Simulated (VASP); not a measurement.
Runs of VASP 6.6.1 on TbBe2H2. The structure is that of space group P6/mmm (No. 191), or close to it. The cells are those of the table. The cell was generated, and may not be a known phase.

| task | cell | k mesh | gap on the mesh (eV) | pressure (GPa) | relaxed volume (Å³/atom) |
| --- | --- | --- | --- | --- | --- |
| single point | a = 4.011, b = 4.011, c = 3.566 Å, angles 90.0, 90.0, 120.0°, 5 atoms | 6 × 6 × 6 | none | 0.0 | - |
| relaxation of cell and atoms | relaxed from a = 4.040, b = 4.040, c = 3.495 Å, angles 90.0, 90.0, 120.0°, 5 atoms | 6 × 6 × 6 | none | -0.4 | 9.97 |
| single point | a = 3.999, b = 3.999, c = 3.576 Å, angles 90.0, 90.0, 120.0°, 5 atoms | 12 × 12 × 10 | none | 0.3 | - |
| single point | a = 4.387, b = 4.387, c = 3.799 Å, angles 90.0, 90.0, 120.0°, 5 atoms | 6 × 6 × 4 | none | (a) | - |
| relaxation of cell and atoms | relaxed from a = 4.011, b = 4.011, c = 3.566 Å, angles 90.0, 90.0, 120.0°, 5 atoms | 12 × 12 × 10 | none | 0.0 | (b) |
| relaxation of cell and atoms | relaxed from a = 4.387, b = 4.387, c = 3.799 Å, angles 90.0, 90.0, 120.0°, 5 atoms | 6 × 6 × 4 | none | 0.1 | 9.90 |
| single point | a = 4.040, b = 4.040, c = 3.495 Å, angles 90.0, 90.0, 120.0°, 5 atoms | 6 × 6 × 4 | none | 0.2 | - |

Alike in all rows: level PBE; potentials or basis VASP PAW PBE potentials, release 64 (Tb_3, Be, H), 4f in core; no spin polarisation; smearing gaussian 0.1 eV.

Estimate the missing entries.

(a) -15.5; (b) 9.93.

Caveats: some runs use coarse meshes; spin-orbit coupling is left out, which moves the levels of the heavy elements; the 4f electrons are frozen in the core, so they carry no moment and show no levels; the volume moved by over 15 % at a fixed basis, so the end points are rough (at least some runs).

A k mesh can miss the band edges, and the runs leave out spin-orbit coupling on Tb.

A gap of «none» marks levels without a gap at the run's occupations.
